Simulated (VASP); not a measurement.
# Al (P6_3/mmc) in VASP: a series of runs

Runs on Al. Level: PBEsol+D3(BJ). Tasks: single point.

Program: VASP 6.6.1. These are calculated values, not measurements. Logs are shortened: lines on timing, memory, paths and dates and some standing lists are left out, and cuts for length are marked.

### Step 1. The cell of the first run

Symmetry: P6_3/mmc, No. 194, hexagonal system. The conventional cell has a = 2.932 Å, b = 2.932 Å, c = 9.854 Å, α = 90.00°, β = 90.00°, γ = 120.00°. Within 3.9 Å of Al (site symmetry -3m) lie 12 Al at 2.93 to 2.99 Å. Al (site symmetry -6m2) has 12 Al at 2.93 to 2.99 Å within 3.9 Å.

### Step 2. Single point, PBEsol+D3(BJ)

INCAR reads:

```
ALGO = Fast
EDIFF = 1E-7
ENCUT = 520
GGA = PS
ISIF = 2
ISMEAR = 0
IVDW = 12
LASPH = True
LCHARG = False
LREAL = False
LWAVE = False
NBANDS = 14
NELM = 60
PREC = Accurate
SIGMA = 0.15
```

KPOINTS reads:

```
k-points
0
Gamma
  18 18 6
```

POSCAR reads:

```
Al
1.0
    2.9315000000      0.0000000000      0.0000000000
   -1.4657500000      2.5387534712      0.0000000000
    0.0000000000      0.0000000000      9.8538000000
Al
4
Direct
    0.0000000000      0.0000000000      0.0000000000
    0.3333333333      0.6666666667      0.2500000000
    0.0000000000      0.0000000000      0.5000000000
    0.6666666667      0.3333333333      0.7500000000
```

Potentials or basis: VASP PAW PBE potentials, release 64 (Al).

The run is started by

```
cat potpaw_PBE.64/Al/POTCAR > POTCAR
mpirun -np 1 vasp_std > vasp.out
```

OUTCAR:

```text
EDIFF = 1E-7
   ENCUT = 520
   GGA = PS
   ISIF = 2
   ISMEAR = 0
   IVDW = 12
   LASPH = True
   LREAL = False
   NELM = 60
   PREC = Accurate
 IVDW          = 12

 ion  position               nearest neighbor table
   1  0.000  0.000  0.000-   2 2.99   4 2.99   4 2.99   2 2.99   4 2.99   2 2.99
   2  0.333  0.667  0.250-   1 2.99   3 2.99   1 2.99   3 2.99   1 2.99   3 2.99
   3  0.000  0.000  0.500-   2 2.99   4 2.99   4 2.99   2 2.99   4 2.99   2 2.99
   4  0.667  0.333  0.750-   1 2.99   3 2.99   1 2.99   3 2.99   1 2.99   3 2.99

  LATTYP: Found a hexagonal cell.
 ALAT       =     2.9315000000
 C/A-ratio  =     3.3613508443

  Lattice vectors:

 A1 = (   2.9315000000,   0.0000000000,   0.0000000000)
 A2 = (  -1.4657500000,   2.5387534712,   0.0000000000)
 A3 = (   0.0000000000,   0.0000000000,   9.8538000000)

Analysis of symmetry for initial positions (statically):
=====================================================================
 Subroutine PRICEL returns:
 Original cell was already a primitive cell.

 Routine SETGRP: Setting up the symmetry group for a
 hexagonal supercell.

 Subroutine GETGRP returns: Found 24 space group operations
 (whereof 12 operations were pure point group operations)
 out of a pool of 24 trial point group operations.

The static configuration has the point symmetry D_3d.
 The point group associated with its full space group is D_6h.

Analysis of symmetry for dynamics (positions and initial velocities):
=====================================================================
 Subroutine PRICEL returns:
 Original cell was already a primitive cell.

 Routine SETGRP: Setting up the symmetry group for a
 hexagonal supercell.

 Subroutine GETGRP returns: Found 24 space group operations
 (whereof 12 operations were pure point group operations)
 out of a pool of 24 trial point group operations.

The dynamic configuration has the point symmetry D_3d.
 The point group associated with its full space group is D_6h.

 Subroutine INISYM returns: Found 24 space group operations
 (whereof 12 operations are pure point group operations),
 and found     1 'primitive' translations

----------------------------------------------------------------------------------------

                                     Primitive cell

  volume of cell :      73.3355

  direct lattice vectors                    reciprocal lattice vectors
     2.931500000  0.000000000  0.000000000     0.341122292  0.196947047  0.000000000
    -1.465750000  2.538753471  0.000000000     0.000000000  0.393894095  0.000000000
     0.000000000  0.000000000  9.853800000     0.000000000  0.000000000  0.101483692

  length of vectors
     2.931500000  2.931500000  9.853800000     0.393894095  0.393894095  0.101483692

  position of ions in fractional coordinates (direct lattice)
     0.000000000  0.000000000  0.000000000
     0.333333333  0.666666667  0.250000000
     0.000000000  0.000000000  0.500000000
     0.666666667  0.333333333  0.750000000

  ion indices of the primitive-cell ions
   primitive index   ion index
                 1           1
                 2           2
                 3           3
                 4           4

----------------------------------------------------------------------------------------

 KPOINTS: k-points

Automatic generation of k-mesh.
 Grid dimensions read from file:
 generate k-points for:   18   18    6

 Generating k-lattice:

  Cartesian coordinates                     Fractional coordinates (reciprocal lattice)
     0.018951238  0.010941503  0.000000000     0.055555556  0.000000000  0.000000000
     0.000000000  0.021883005  0.000000000     0.000000000  0.055555556  0.000000000
     0.000000000  0.000000000  0.016913949     0.000000000  0.000000000  0.166666667

  Length of vectors
     0.021883005  0.021883005  0.016913949

  Shift w.r.t. Gamma in fractional coordinates (k-lattice)
     0.000000000  0.000000000  0.000000000

 Subroutine IBZKPT returns following result:
 ===========================================

 Found    148 irreducible k-points:

 Following reciprocal coordinates:
            Coordinates               Weight
  0.000000  0.000000  0.000000      1.000000
  0.055556  0.000000  0.000000      6.000000
  0.111111  0.000000  0.000000      6.000000
  0.166667  0.000000  0.000000      6.000000
  0.222222  0.000000  0.000000      6.000000
  0.277778  0.000000  0.000000      6.000000
[... 16 lines left out ...]
  0.333333  0.111111  0.000000     12.000000
  0.388889  0.111111  0.000000     12.000000
 [... further k-points ...]
   k-points           NKPTS =    148   k-points in BZ     NKDIM =    148   number of bands    NBANDS=     14
   number of dos      NEDOS =    301   number of ions     NIONS =      4
   total plane-waves  NPLWV =  46080
   dimension x,y,z NGX =    24 NGY =   24 NGZ =   80
   dimension x,y,z NGXF=    48 NGYF=   48 NGZF=  160
   ions per type =               4
   NGX,Y,Z   is equivalent  to a cutoff of  13.61, 13.61, 13.50 a.u.
   NGXF,Y,Z  is equivalent  to a cutoff of  27.22, 27.22, 26.99 a.u.
 SYSTEM =  unknown system
   PREC   = accura    normal or accurate (medium, high low for compatibility)
   ISTART =      0    job   : 0-new  1-cont  2-samecut
   ICHARG =      2    charge: 1-file 2-atom 10-const
   ISPIN  =      1    spin polarized calculation?
   LNONCOLLINEAR =      F non collinear calculations
   LSORBIT =      F    spin-orbit coupling
   LASPH  =      T    aspherical Exc in radial PAW
   ENCUT  =  520.0 eV  38.22 Ry    6.18 a.u.   5.45  5.45 18.32*2*pi/ulx,y,z
   NELM   =     60;   NELMIN=  2; NELMDL= -5     # of ELM steps
   EDIFF  = 0.1E-06   stopping-criterion for ELM
   LREAL  =      F    real-space projection
   EDIFFG = 0.1E-05   stopping-criterion for IOM
   NSW    =      0    number of steps for IOM
   IBRION =     -1    ionic relax: 0-MD 1-quasi-New 2-CG
   NFREE  =      0    steps in history (QN), initial steepest desc. (CG)
   ISIF   =      2    stress and relaxation
   ISYM   =      2    0-nonsym 1-usesym 2-fastsym
   POTIM  = 0.5000    time-step for ionic-motion
   TEBEG  =    0.0;   TEEND  =   0.0 temperature during run
   PSTRESS=    0.0 pullay stress
   NELECT =      12.0000    total number of electrons
   NUPDOWN=      -1.0000    fix difference up-down
   EMIN   =  10.00;   EMAX   =-10.00  energy-range for DOS
   EFERMI =   0.00;   METHOD = LEGACY
   ISMEAR =     0;   SIGMA  =   0.15  broadening in eV -4-tet -1-fermi 0-gaus
   EFERMI_NEDOS =   21; number of points for ismear=-14 and -15
   IALGO  =     68    algorithm
   IMIX   =      4    mixing-type and parameters
     AMIX     =   0.40;   BMIX     =  1.00
     AMIX_MAG =   1.60;   BMIX_MAG =  1.00
  volume/ion in A,a.u.               =      18.33       123.72
  Fermi-wavevector in a.u.,A,eV,Ry     =   0.895428  1.692113 10.909026  0.801791
  Thomas-Fermi vector in A             =   2.017758
   LORBIT       =      0    0 simple, 1 ext, 2 COOP (PROOUT), +10 PAW based schemes
   GGA     = PS    functional components
   LHFCALC =     F    Hartree Fock is set to
   AEXX    =    0.0000 exact exchange contribution
   IVDW    =    12    specifies the selected vdW correction
   LEPSILON=     F    determine dielectric tensor
   LRPA    =     F    only Hartree local field effects (RPA)
 non-spin polarized calculation
 RMM-DIIS sequential band-by-band and
 Gauss-broadening in eV      SIGMA  =   0.15
  energy-cutoff  :      520.00
  volume of cell :       73.34
 maximum number of plane-waves:      2029
 NGX is ok and might be reduce to    24
   NGX = 11   NGY = 11   NGZ = 37

 number of electron      12.0000000 magnetization

 Free energy of the ion-electron system (eV)
  ---------------------------------------------------
  ext. energy  EPLUGINS =         0.00000000
  ---------------------------------------------------
  free energy    TOTEN  =       -16.10528317 eV

  energy without entropy =      -16.08401749  energy(sigma->0) =      -16.09465033

 E-fermi :   6.8876     XC(G=0):  -9.8792

 val. band max:        6.8843012419   @ k =   0.3889  -0.0000   0.1667
 cond. band min:       6.8912316830   @ k =   0.2222   0.1667   0.3333
 fundamental gap:      0.0069304410
 Fermi energy:         6.8876186041

 k-point     1 :       0.0000    0.0000    0.0000
  band No.  band energies     occupation
      1      -3.5288      2.00000
      2      -2.0156      2.00000
      3      -2.0104      2.00000
      4       2.3225      2.00000
      5       2.5822      2.00000
      6       9.6215      0.00000
      7       9.6291      0.00000
      8      17.1372      0.00000
      9      17.1372      0.00000
     10      17.4020      0.00000
     11      17.4020      0.00000
     12      18.2211      0.00000
     13      18.4628      0.00000
     14      18.4687      0.00000

 k-point     2 :       0.0556    0.0000    0.0000
  band No.  band energies     occupation
      1      -3.4580      2.00000
      2      -1.9454      2.00000
      3      -1.9402      2.00000
      4       2.3925      2.00000
      5       2.6484      2.00000
      6       9.6825      0.00000
      7       9.6912      0.00000
      8      15.6745      0.00000
      9      16.2444      0.00000
     10      16.8960      0.00000
     11      16.9979      0.00000
     12      17.4933      0.00000
     13      17.5368      0.00000
     14      17.5401      0.00000
[... 343 lines left out ...]
      1       0.1123      2.00000
      2       1.5911      2.00000
      3       1.5913      2.00000
      4       4.9273      2.00000
      5       5.8876      2.00000
      6       5.9163      2.00000
      7       6.6186      1.98879
      8       6.6298      1.98492
      9       9.7163      0.00000
     10      10.6968      0.00000
     11      10.7140      0.00000
     12      11.2975      0.00000
     13      11.4095      0.00000
     14      13.1430      0.00000

 k-point    24 :       0.3889    0.1111    0.0000
  band No.  band energies     occupation
      1       1.1452      2.00000
      2       2.6009      2.00000
      3       2.6111      2.00000
      4       3.5954      2.00000
      5       5.0373      2.00000
      6       5.0798      2.00000
      7       6.9674      0.45205
      8       7.0629      0.09850
      9       9.1049      0.00000
     10       9.4314      0.00000
     11       9.8920      0.00000
     12      11.0715      0.00000
     13      11.1582      0.00000
     14      13.9724      0.00000

 [... further k-points ...]

------------------------ aborting loop because EDIFF is reached ----------------------------------------

 Edisp (eV)   -1.13987

 E8    (eV) :    -0.7674

  FORCE on cell =-STRESS in cart. coord.  units (eV):
  Direction    XX          YY          ZZ          XY          YZ          ZX
  --------------------------------------------------------------------------------------
  -------------------------------------------------------------------------------------
  Total      -4.38054    -4.38054    -4.90399     0.00000     0.00000     0.00000
  in kB     -95.70261   -95.70261  -107.13855     0.00000     0.00000     0.00000
  external pressure =      -99.51 kB  Pullay stress =        0.00 kB

 VOLUME and BASIS-vectors are now :
 -----------------------------------------------------------------------------
  energy-cutoff  :      520.00
  volume of cell :       73.34
      direct lattice vectors                 reciprocal lattice vectors
     2.931500000  0.000000000  0.000000000     0.341122292  0.196947047  0.000000000
    -1.465750000  2.538753471  0.000000000     0.000000000  0.393894095  0.000000000
     0.000000000  0.000000000  9.853800000     0.000000000  0.000000000  0.101483692

 POSITION                                       TOTAL-FORCE (eV/Angst)
 -----------------------------------------------------------------------------------
      0.00000      0.00000      0.00000        -0.000000      0.000000     -0.000000
     -0.00000      1.69250      2.46345        -0.000000     -0.000000      0.000000
      0.00000      0.00000      4.92690        -0.000000      0.000000     -0.000000
      1.46575      0.84625      7.39035         0.000000     -0.000000      0.000000
 -----------------------------------------------------------------------------------
    total drift:                               -0.000000      0.000000      0.000000

  FREE ENERGIE OF THE ION-ELECTRON SYSTEM (eV)
  ---------------------------------------------------
  free  energy   TOTEN  =       -17.2451544868 eV

  energy  without entropy=      -17.2238888053  energy(sigma->0) =      -17.23452165
```

Wall time 91 s (1 thread of AMD EPYC 9R45 (Zen 5), shared host); peak memory 0.25 GiB.

What came out:

```
Free energy                : -17.2452 eV
Pressure                   : -10.0 GPa
Band gap on the k mesh     : zero (band 6 reaches 10.26 eV, above the bottom of band 7 at 5.51 eV)
Dispersion energy per atom : -0.285 eV
```

Levels at points of the mesh, in eV from the Fermi level:
```csv
k point,band 4,band 5,band 6,band 7,band 8,band 9
"(0.00, 0.00, 0.00)",-4.57,-4.31,2.73,2.74,10.25,10.25
"(0.50, 0.00, 0.00)",-3.46,-3.18,-3.04,0.86,0.87,1.14
"(0.00, 0.00, 0.50)",-7.03,-1.16,-1.16,7.17,7.17,10.52
"(0.50, 0.00, 0.50)",-4.34,-1.74,-1.74,-1.19,-1.19,3.96
```

Caveat: the PAW data sets were made with another functional, which shifts forces and pressure a little; pairwise dispersion overbinds metals, which lowers pressure and volume.

### Step 3. Single point, PBEsol+D3(BJ)

This run uses another cell than the first one, of 18.70 Å³/atom, 1.020 times its volume.

INCAR reads:

```
PREC     = Accurate       # precision mode
ENCUT    = 520            # plane-wave cutoff, eV
EDIFF    = 1E-6           # SCF threshold, eV
ISMEAR   = 0              # smearing method
SIGMA    = 0.15           # smearing width, eV
LREAL    = False          # projectors in reciprocal space
LASPH    = True           # aspherical terms in the spheres
NELM     = 80             # most SCF steps
ALGO     = Fast           # electronic algorithm
ISIF     = 2              # what is computed and relaxed
LWAVE    = False          # write WAVECAR
LCHARG   = False          # write CHGCAR
GGA      = PS             # functional
IVDW     = 12             # dispersion correction
NBANDS   = 14             # bands
```

KPOINTS reads:

```
regular mesh
0
Gamma
  18 18 6
```

POSCAR reads:

```
Al
1.0
    2.8661000000      0.0000000000      0.0000000000
   -1.4330500000      2.4821154098      0.0000000000
    0.0000000000      0.0000000000     10.5157000000
Al
4
Direct
    0.0000000000      0.0000000000      0.0000000000
    0.3333333333      0.6666666667      0.2500000000
    0.0000000000      0.0000000000      0.5000000000
    0.6666666667      0.3333333333      0.7500000000
```

Potentials or basis: VASP PAW PBE potentials, release 64 (Al).

The run is started by

```
cat potpaw_PBE.64/Al/POTCAR > POTCAR
mpirun -np 1 vasp_std > vasp.out
```

Wall time 76 s (1 thread of AMD EPYC 9R45 (Zen 5), shared host); peak memory 0.25 GiB.

The run converged. Its results:

```
Free energy                : -17.0960 eV
Pressure                   : -9.8 GPa
Band gap on the k mesh     : zero (band 6 reaches 9.36 eV, above the bottom of band 7 at 5.44 eV)
Dispersion energy per atom : -0.279 eV
```

Stress tensor (GPa, compression positive):
```
 -8.48   0.00   0.00
  0.00  -8.48   0.00
  0.00   0.00 -12.41
```

Levels at points of the mesh, in eV from the Fermi level:
| k point | band 3 | band 4 | band 5 | band 6 | band 7 | band 8 | band 9 | band 10 |
| --- | --- | --- | --- | --- | --- | --- | --- | --- |
| (0.00, 0.00, 0.00) | -8.94 | -5.47 | -4.51 | 1.37 | 1.37 | 9.63 | 9.64 | 11.44 |
| (0.50, 0.00, 0.00) | -3.34 | -3.30 | -2.89 | -2.84 | 0.21 | 0.53 | 0.96 | 1.41 |
| (0.00, 0.00, 0.50) | -7.31 | -7.31 | -2.06 | -2.06 | 5.33 | 5.33 | 11.68 | 11.68 |
| (0.50, 0.00, 0.50) | -4.04 | -4.04 | -1.73 | -1.73 | -1.22 | -1.22 | 3.31 | 3.31 |

Caveat: the PAW data sets were made with another functional, which shifts forces and pressure a little; pairwise dispersion overbinds metals, which lowers pressure and volume.

(Continued in part 2 of 2.)
